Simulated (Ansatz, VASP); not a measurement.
# Au: VASP beside Ansatz

```xyz
1
Lattice="-1.6630 1.6630 1.6630 1.6630 -1.6630 1.6630 1.6630 1.6630 -1.6630" Properties=species:S:1:pos:R:3 pbc="T T T"
Au    0.0000    0.0000    0.0000
```

Alike in both runs: task single point; functional PBEsol; k mesh 15 × 15 × 15; occupations fermi-dirac, width 0.1 eV; no spin polarisation.

```csv
,VASP,Ansatz
version,VASP 6.6.1,Ansatz 0.2.0
potentials or method,"VASP PAW PBE potentials, release 64 (Au), cutoff 520 eV","plane waves (420 eV) with PAW, scalar-relativistic"
valence electrons in the cell,11,19
```

Ansatz gave:

* pressure (GPa): -10.2

Problem. Estimate VASP's values.

Solution. Pressure (GPa): -10.4.

VASP's potentials were made for PBE, not for PBEsol, and Ansatz warns of the same on its side. The functional is the same, so the differences come from potentials, cutoffs and numerics. VASP's potentials hold 11 valence electrons a cell and Ansatz's 19, so a difference there can come from the potentials and not from the codes.

Neither program's run includes spin-orbit coupling.
